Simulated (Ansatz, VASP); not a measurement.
## Sr2C in VASP and in Ansatz

```
C Sr
1.0
     0.00000    3.43618    3.43618
     3.43618    0.00000    3.43618
     3.43618    3.43618    0.00000
C Sr
1 2
Cartesian
  0.0000 0.0000 0.0000
  1.7181 1.7181 1.7181
  5.1543 5.1543 5.1543
```

Alike in both runs: task single point; functional PBE; k mesh 6 × 6 × 6; occupations fermi-dirac, width 0.02 eV; no spin polarisation.

|  | VASP | Ansatz |
| --- | --- | --- |
| version | VASP 6.6.1 | Ansatz 0.2.0 |
| potentials or method | VASP PAW PBE potentials, release 64 (C, Sr_sv) | plane waves, PAW |
| plane-wave cutoff (eV) | 520 | 420 |
| valence electrons in the cell | 24 | 24 |

|  | VASP | Ansatz | Ansatz less VASP |
| --- | --- | --- | --- |
| pressure (GPa) | -1.5 | -1.7 | -0.16 |
